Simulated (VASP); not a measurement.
# SiNi (Pnma) in VASP: notebook

Runs on SiNi. Level: PBE. Tasks: single point.

All numbers are computed with VASP 6.6.1; they aren't measurements. Logs are shortened: lines on timing, memory, paths and dates and some standing lists are left out, and cuts for length are marked.

**1. The cell of the first run**

It takes space group Pnma (No. 62, orthorhombic). Conventional cell: a = 5.175 Å, b = 3.332 Å, c = 5.609 Å, α = 90.00°, β = 90.00°, γ = 90.00°. Within 3.0 Å of Ni (site symmetry m) lie 6 Si at 2.28 to 2.40 Å and 4 Ni at 2.68 Å. Si (site symmetry m) has 6 Ni at 2.28 to 2.40 Å and 2 Si at 2.65 Å within 3.0 Å.

**2. Single point, PBE, collinear spin, ferromagnetic start**

File INCAR:

```
SYSTEM = SiNi
  ALGO = Normal
  EDIFF = 1E-7
  ENCUT = 520
  GGA = PE
  ISIF = 2
  ISMEAR = 0
  ISPIN = 2
  LASPH = .TRUE.
  LCHARG = .TRUE.
  LELF = .TRUE.
  LMAXMIX = 4
  LORBIT = 11
  LREAL = .FALSE.
  LVHAR = .TRUE.
  LWAVE = .FALSE.
  MAGMOM = 0.5 0.5 0.5 0.5 0 0 0 0
  NBANDS = 42
  NELM = 150
  NUPDOWN = 2.0
  PREC = Accurate
  SIGMA = 0.1
```

File KPOINTS:

```
k-points
0
G
  5 7 4
  0 0 0
```

File POSCAR:

```
SiNi
1.0
    5.1752000000      0.0000000000      0.0000000000
    0.0000000000      3.3321000000      0.0000000000
    0.0000000000      0.0000000000      5.6094000000
Ni Si
4 4
Direct
    0.0078500000      0.2500000000      0.1873100000
    0.4921500000      0.7500000000      0.6873100000
    0.5078500000      0.2500000000      0.3126900000
    0.9921500000      0.7500000000      0.8126900000
    0.3215200000      0.7500000000      0.0816600000
    0.1784800000      0.2500000000      0.5816600000
    0.8215200000      0.7500000000      0.4183400000
    0.6784800000      0.2500000000      0.9183400000
```

Potentials or basis: VASP PAW PBE potentials, release 64 (Ni, Si).

On the command line:

```console
$ cat potpaw_PBE.64/Ni/POTCAR potpaw_PBE.64/Si/POTCAR > POTCAR
$ mpirun -np 1 vasp_std > vasp.out
```

OUTCAR:

```text
SYSTEM = SiNi
   EDIFF = 1E-7
   ENCUT = 520
   GGA = PE
   ISIF = 2
   ISMEAR = 0
   ISPIN = 2
   LASPH = .TRUE.
   LORBIT = 11
   LREAL = .FALSE.
   NELM = 150
   NUPDOWN = 2.0
   PREC = Accurate

 ion  position               nearest neighbor table
   1  0.008  0.250  0.187-   8 2.28   7 2.32   7 2.32   6 2.38   5 2.40   5 2.40   3 2.68   3 2.68
                             4 2.68   4 2.68
   2  0.492  0.750  0.687-   7 2.28   8 2.32   8 2.32   5 2.38   6 2.40   6 2.40   4 2.68   4 2.68
                             3 2.68   3 2.68
   3  0.508  0.250  0.313-   6 2.28   5 2.32   5 2.32   8 2.38   7 2.40   7 2.40   1 2.68   1 2.68
                             2 2.68   2 2.68
   4  0.992  0.750  0.813-   5 2.28   6 2.32   6 2.32   7 2.38   8 2.40   8 2.40   2 2.68   2 2.68
                             1 2.68   1 2.68
   5  0.322  0.750  0.082-   4 2.28   3 2.32   3 2.32   2 2.38   1 2.40   1 2.40   8 2.65   8 2.65

   6  0.178  0.250  0.582-   3 2.28   4 2.32   4 2.32   1 2.38   2 2.40   2 2.40   7 2.65   7 2.65

   7  0.822  0.750  0.418-   2 2.28   1 2.32   1 2.32   4 2.38   3 2.40   3 2.40   6 2.65   6 2.65

   8  0.678  0.250  0.918-   1 2.28   2 2.32   2 2.32   3 2.38   4 2.40   4 2.40   5 2.65   5 2.65

  LATTYP: Found a simple orthorhombic cell.
 ALAT       =     3.3321000000
 B/A-ratio  =     1.5531346598
 C/A-ratio  =     1.6834428739

  Lattice vectors:

 A1 = (   0.0000000000,  -3.3321000000,   0.0000000000)
 A2 = (   5.1752000000,   0.0000000000,   0.0000000000)
 A3 = (   0.0000000000,   0.0000000000,   5.6094000000)

Analysis of symmetry for initial positions (statically):
=====================================================================
 Subroutine PRICEL returns:
 Original cell was already a primitive cell.

 Routine SETGRP: Setting up the symmetry group for a
 simple orthorhombic supercell.

 Subroutine GETGRP returns: Found  8 space group operations
 (whereof  2 operations were pure point group operations)
 out of a pool of  8 trial point group operations.

The static configuration has the point symmetry S_2 .
 The point group associated with its full space group is D_2h.

Analysis of symmetry for dynamics (positions and initial velocities):
=====================================================================
 Subroutine PRICEL returns:
 Original cell was already a primitive cell.

 Routine SETGRP: Setting up the symmetry group for a
 simple orthorhombic supercell.

 Subroutine GETGRP returns: Found  8 space group operations
 (whereof  2 operations were pure point group operations)
 out of a pool of  8 trial point group operations.

The dynamic configuration has the point symmetry S_2 .
 The point group associated with its full space group is D_2h.

Analysis of structural, dynamic, and magnetic symmetry:
=====================================================================
 Subroutine PRICEL returns:
 Original cell was already a primitive cell.

 Routine SETGRP: Setting up the symmetry group for a
 simple orthorhombic supercell.

 Subroutine GETGRP returns: Found  8 space group operations
 (whereof  2 operations were pure point group operations)
 out of a pool of  8 trial point group operations.

The overall configuration has the point symmetry S_2 .
 The point group associated with its full space group is D_2h.

 Subroutine INISYM returns: Found  8 space group operations
 (whereof  2 operations are pure point group operations),
 and found     1 'primitive' translations

----------------------------------------------------------------------------------------

                                     Primitive cell

  volume of cell :      96.7301

  direct lattice vectors                    reciprocal lattice vectors
     5.175200000  0.000000000  0.000000000     0.193229247  0.000000000  0.000000000
     0.000000000  3.332100000  0.000000000     0.000000000  0.300111041  0.000000000
     0.000000000  0.000000000  5.609400000     0.000000000  0.000000000  0.178272186

  length of vectors
     5.175200000  3.332100000  5.609400000     0.193229247  0.300111041  0.178272186

  position of ions in fractional coordinates (direct lattice)
     0.007850000  0.250000000  0.187310000
     0.492150000  0.750000000  0.687310000
     0.507850000  0.250000000  0.312690000
     0.992150000  0.750000000  0.812690000
     0.321520000  0.750000000  0.081660000
     0.178480000  0.250000000  0.581660000
[... 74 lines left out ...]
   NGXF,Y,Z  is equivalent  to a cutoff of  25.70, 27.94, 24.90 a.u.
 SYSTEM =  SiNi
   PREC   = accura    normal or accurate (medium, high low for compatibility)
   ISTART =      0    job   : 0-new  1-cont  2-samecut
   ICHARG =      2    charge: 1-file 2-atom 10-const
   ISPIN  =      2    spin polarized calculation?
   LNONCOLLINEAR =      F non collinear calculations
   LSORBIT =      F    spin-orbit coupling
   LASPH  =      T    aspherical Exc in radial PAW
   ENCUT  =  520.0 eV  38.22 Ry    6.18 a.u.   9.62  6.20 10.43*2*pi/ulx,y,z
   NELM   =    150;   NELMIN=  2; NELMDL= -5     # of ELM steps
   EDIFF  = 0.1E-06   stopping-criterion for ELM
   LREAL  =      F    real-space projection
   EDIFFG = 0.1E-05   stopping-criterion for IOM
   NSW    =      0    number of steps for IOM
   IBRION =     -1    ionic relax: 0-MD 1-quasi-New 2-CG
   NFREE  =      0    steps in history (QN), initial steepest desc. (CG)
   ISIF   =      2    stress and relaxation
   ISYM   =      2    0-nonsym 1-usesym 2-fastsym
   POTIM  = 0.5000    time-step for ionic-motion
   TEBEG  =    0.0;   TEEND  =   0.0 temperature during run
   PSTRESS=    0.0 pullay stress
   NELECT =      56.0000    total number of electrons
   NUPDOWN=       2.0000    fix difference up-down
   EMIN   =  10.00;   EMAX   =-10.00  energy-range for DOS
   EFERMI =   0.00;   METHOD = LEGACY
   ISMEAR =     0;   SIGMA  =   0.10  broadening in eV -4-tet -1-fermi 0-gaus
   EFERMI_NEDOS =   21; number of points for ismear=-14 and -15
   IALGO  =     38    algorithm
   IMIX   =      4    mixing-type and parameters
     AMIX     =   0.40;   BMIX     =  1.00
     AMIX_MAG =   1.60;   BMIX_MAG =  1.00
  volume/ion in A,a.u.               =      12.09        81.60
  Fermi-wavevector in a.u.,A,eV,Ry     =   1.364427  2.578393 25.329437  1.861661
  Thomas-Fermi vector in A             =   2.490744
   LORBIT       =     11    0 simple, 1 ext, 2 COOP (PROOUT), +10 PAW based schemes
   GGA     = PE    functional components
   LHFCALC =     F    Hartree Fock is set to
   AEXX    =    0.0000 exact exchange contribution
   IVDW    =     0    specifies the selected vdW correction
   LEPSILON=     F    determine dielectric tensor
   LRPA    =     F    only Hartree local field effects (RPA)
 spin polarized calculation
 Gauss-broadening in eV      SIGMA  =   0.10
  energy-cutoff  :      520.00
  volume of cell :       96.73
 maximum number of plane-waves:      2631
 NGX is ok and might be reduce to    40
   NGX = 19   NGY = 13   NGZ = 21

 number of electron      55.9999992 magnetization       1.9999998

 Free energy of the ion-electron system (eV)
  ---------------------------------------------------
  ext. energy  EPLUGINS =         0.00000000
  ---------------------------------------------------
  free energy    TOTEN  =       -46.89136462 eV

  energy without entropy =      -46.87591173  energy(sigma->0) =      -46.88363817

 E-fermi :   9.7580     XC(G=0): -12.2216

 val. band max:       10.9746547485   @ k =   0.4000   0.1429   0.2500
 cond. band min:       9.7716911269   @ k =   0.2000   0.2857   0.5000
 fundamental gap:     -1.2029636216
 Fermi energy:        10.9761931659

 spin component 1

 k-point     1 :       0.0000    0.0000    0.0000
  band No.  band energies     occupation
      1      -2.6270      1.00000
      2       0.6501      1.00000
      3       2.0354      1.00000
      4       2.5347      1.00000
      5       3.8484      1.00000
      6       4.2908      1.00000
[... 1021 lines left out ...]
     39      17.0477      0.00000
     40      17.4038      0.00000

 [... further k-points ...]

 spin component 2

 k-point     1 :       0.0000    0.0000    0.0000
  band No.  band energies     occupation
      1      -2.4756      1.00000
      2       0.8445      1.00000
      3       2.1922      1.00000
      4       2.6667      1.00000
      5       3.9934      1.00000
      6       4.4463      1.00000
[... 1021 lines left out ...]
     39      17.2319      0.00000
     40      17.5690      0.00000

 [... further k-points ...]

 [bands above 40 left out]

------------------------ aborting loop because EDIFF is reached ----------------------------------------

  FORCE on cell =-STRESS in cart. coord.  units (eV):
  Direction    XX          YY          ZZ          XY          YZ          ZX
  --------------------------------------------------------------------------------------
  -------------------------------------------------------------------------------------
  Total        1.9775372      1.4190747      3.3838941     -0.0000000      0.0000000      0.0000000
  in kB       32.7547029     23.5046755     56.0487292     -0.0000000      0.0000000      0.0000000
  external PRESSURE =      37.4360359 kB  Pullay stress =       0.0000000 kB

 VOLUME and BASIS-vectors are now :
 -----------------------------------------------------------------------------
  energy-cutoff  :      520.00
  volume of cell :       96.73
      direct lattice vectors                 reciprocal lattice vectors
     5.175200000  0.000000000  0.000000000     0.193229247  0.000000000  0.000000000
     0.000000000  3.332100000  0.000000000     0.000000000  0.300111041  0.000000000
     0.000000000  0.000000000  5.609400000     0.000000000  0.000000000  0.178272186

 POSITION                                       TOTAL-FORCE (eV/Angst)
 -----------------------------------------------------------------------------------
      0.04063      0.83303      1.05070         0.062398      0.000000      0.168098
      2.54697      2.49907      3.85540        -0.062398     -0.000000      0.168098
      2.62823      0.83303      1.75400         0.062398     -0.000000     -0.168098
      5.13457      2.49907      4.55870        -0.062398      0.000000     -0.168098
      1.66393      2.49907      0.45806         0.092746      0.000000     -0.013255
      0.92367      0.83303      3.26276        -0.092746      0.000000     -0.013255
      4.25153      2.49907      2.34664         0.092746     -0.000000      0.013255
      3.51127      0.83303      5.15134        -0.092746     -0.000000      0.013255
 -----------------------------------------------------------------------------------
    total drift:                               -0.000000     -0.000000      0.000000

  FREE ENERGIE OF THE ION-ELECTRON SYSTEM (eV)
  ---------------------------------------------------
  free  energy   TOTEN  =       -46.8913646196 eV

  energy  without entropy=      -46.8759117295  energy(sigma->0) =      -46.88363817

 total charge

# of ion       s       p       d       tot
------------------------------------------
    1        0.500   0.643   8.432   9.575
    2        0.500   0.643   8.432   9.575
    3        0.500   0.643   8.432   9.575
    4        0.500   0.643   8.432   9.575
    5        0.764   0.857   0.000   1.621
    6        0.764   0.857   0.000   1.621
    7        0.764   0.857   0.000   1.621
    8        0.764   0.857   0.000   1.621
--------------------------------------------------
tot          5.057   6.002  33.727  44.787

 magnetization (x)

# of ion       s       p       d       tot
------------------------------------------
    1        0.011   0.032   0.307   0.349
    2        0.011   0.032   0.307   0.349
    3        0.011   0.032   0.307   0.349
    4        0.011   0.032   0.307   0.349
    5        0.021   0.048   0.000   0.070
    6        0.021   0.048   0.000   0.070
    7        0.021   0.048   0.000   0.070
    8        0.021   0.048   0.000   0.070
--------------------------------------------------
tot          0.127   0.320   1.226   1.674
```

Run time: 2.2 min. Hardware: 1 thread of Intel Xeon 6975P-C (Granite Rapids), shared host; peak memory 0.37 GiB.

What came out:

```yaml
Free_energy: -46.8914 eV
Pressure: 3.7 GPa
Largest_force: 0.179 eV/Å
Net_moment: 2.00 μB per cell
Site_moments: Ni +0.35; Si +0.07 μB
Valence_electrons_inside_the_program's_atomic_spheres: Ni 9.57; Si 1.62
```

Forces on the atoms (eV/Å):
```
Ni   0.062  0.000  0.168
Ni  -0.062  0.000  0.168
Ni   0.062  0.000 -0.168
Ni  -0.062  0.000 -0.168
Si   0.093  0.000 -0.013
Si  -0.093  0.000 -0.013
Si   0.093  0.000  0.013
Si  -0.093  0.000  0.013
```

Stress tensor (GPa, compression positive):
```
3.28 0.00 0.00
0.00 2.35 0.00
0.00 0.00 5.60
```

Caveat: the cell stands under pressure; the total moment is fixed, so each spin has its own Fermi level and the state may be an excited one.

**3. Single point, PBE, collinear spin, ferromagnetic start**

File INCAR:

```
SYSTEM = SiNi
PREC = Accurate
ENCUT = 520
EDIFF = 1E-6
ISMEAR = 0
SIGMA = 0.1
LREAL = .FALSE.
LASPH = .TRUE.
NELM = 150
ALGO = Normal
ISIF = 2
LWAVE = .FALSE.
LCHARG = .TRUE.
ISPIN = 2
MAGMOM = 1.5 1.5 1.5 1.5 0 0 0 0
LORBIT = 11
NUPDOWN = 6.0
LMAXMIX = 4
GGA = PE
LELF = .TRUE.
LVHAR = .TRUE.
NBANDS = 42
```

File KPOINTS:

```
Automatic mesh
0
G
  5 7 4
  0 0 0
```

POSCAR is that of step 2.

Potentials or basis: VASP PAW PBE potentials, release 64 (Ni, Si).

On the command line:

```console
$ cat potpaw_PBE.64/Ni/POTCAR potpaw_PBE.64/Si/POTCAR > POTCAR
$ mpirun -np 1 vasp_std > vasp.out
```

OUTCAR:

```text
SYSTEM = SiNi
   PREC = Accurate
   ENCUT = 520
   EDIFF = 1E-6
   ISMEAR = 0
   LREAL = .FALSE.
   LASPH = .TRUE.
   NELM = 150
   ISIF = 2
   ISPIN = 2
   LORBIT = 11
   NUPDOWN = 6.0
   GGA = PE

 ion  position               nearest neighbor table
   1  0.008  0.250  0.187-   8 2.28   7 2.32   7 2.32   6 2.38   5 2.40   5 2.40   3 2.68   3 2.68
                             4 2.68   4 2.68
   2  0.492  0.750  0.687-   7 2.28   8 2.32   8 2.32   5 2.38   6 2.40   6 2.40   4 2.68   4 2.68
                             3 2.68   3 2.68
   3  0.508  0.250  0.313-   6 2.28   5 2.32   5 2.32   8 2.38   7 2.40   7 2.40   1 2.68   1 2.68
                             2 2.68   2 2.68
   4  0.992  0.750  0.813-   5 2.28   6 2.32   6 2.32   7 2.38   8 2.40   8 2.40   2 2.68   2 2.68
                             1 2.68   1 2.68
   5  0.322  0.750  0.082-   4 2.28   3 2.32   3 2.32   2 2.38   1 2.40   1 2.40   8 2.65   8 2.65

   6  0.178  0.250  0.582-   3 2.28   4 2.32   4 2.32   1 2.38   2 2.40   2 2.40   7 2.65   7 2.65

   7  0.822  0.750  0.418-   2 2.28   1 2.32   1 2.32   4 2.38   3 2.40   3 2.40   6 2.65   6 2.65

[... 2309 lines left out ...]
 -----------------------------------------------------------------------------
  energy-cutoff  :      520.00
  volume of cell :       96.73
      direct lattice vectors                 reciprocal lattice vectors
     5.175200000  0.000000000  0.000000000     0.193229247  0.000000000  0.000000000
     0.000000000  3.332100000  0.000000000     0.000000000  0.300111041  0.000000000
     0.000000000  0.000000000  5.609400000     0.000000000  0.000000000  0.178272186

 POSITION                                       TOTAL-FORCE (eV/Angst)
 -----------------------------------------------------------------------------------
      0.04063      0.83303      1.05070         0.339139      0.000000     -0.004010
      2.54697      2.49907      3.85540        -0.339139     -0.000000     -0.004010
      2.62823      0.83303      1.75400         0.339139      0.000000      0.004010
      5.13457      2.49907      4.55870        -0.339139      0.000000      0.004010
      1.66393      2.49907      0.45806         0.448605      0.000000     -0.130304
      0.92367      0.83303      3.26276        -0.448605      0.000000     -0.130304
      4.25153      2.49907      2.34664         0.448605      0.000000      0.130304
      3.51127      0.83303      5.15134        -0.448605     -0.000000      0.130304
 -----------------------------------------------------------------------------------
    total drift:                               -0.000000     -0.000000      0.000000

  FREE ENERGIE OF THE ION-ELECTRON SYSTEM (eV)
  ---------------------------------------------------
  free  energy   TOTEN  =       -42.2782415381 eV

  energy  without entropy=      -42.2505976834  energy(sigma->0) =      -42.26441961

 total charge

# of ion       s       p       d       tot
------------------------------------------
    1        0.518   0.638   8.378   9.534
    2        0.518   0.638   8.378   9.534
    3        0.518   0.638   8.378   9.534
    4        0.518   0.638   8.378   9.534
    5        0.782   0.869   0.000   1.651
    6        0.782   0.869   0.000   1.651
    7        0.782   0.869   0.000   1.651
    8        0.782   0.869   0.000   1.651
--------------------------------------------------
tot          5.198   6.027  33.514  44.739

 magnetization (x)

# of ion       s       p       d       tot
------------------------------------------
    1        0.037   0.118   0.801   0.956
    2        0.037   0.118   0.801   0.956
    3        0.037   0.118   0.801   0.956
    4        0.037   0.118   0.801   0.956
    5        0.069   0.171   0.000   0.240
    6        0.069   0.171   0.000   0.240
    7        0.069   0.171   0.000   0.240
    8        0.069   0.171   0.000   0.240
--------------------------------------------------
tot          0.426   1.155   3.205   4.786
```

Run time: 2.2 min. Hardware: 1 thread of Intel Xeon 6975P-C (Granite Rapids), shared host; peak memory 0.36 GiB.

What came out:

- Free energy: -42.2782 eV
- Pressure: 15.2 GPa
- Largest force: 0.467 eV/Å
- Net moment: 6.00 μB per cell
- Site moments: Ni +0.96; Si +0.24 μB
- Valence electrons inside the program's atomic spheres: Ni 9.53; Si 1.65

Forces on the atoms (eV/Å):
```
Ni   0.339  0.000 -0.004
Ni  -0.339  0.000 -0.004
Ni   0.339  0.000  0.004
Ni  -0.339  0.000  0.004
Si   0.449  0.000 -0.130
Si  -0.449  0.000 -0.130
Si   0.449  0.000  0.130
Si  -0.449  0.000  0.130
```

Caveat: the cell stands under pressure; the total moment is fixed, so each spin has its own Fermi level and the state may be an excited one.
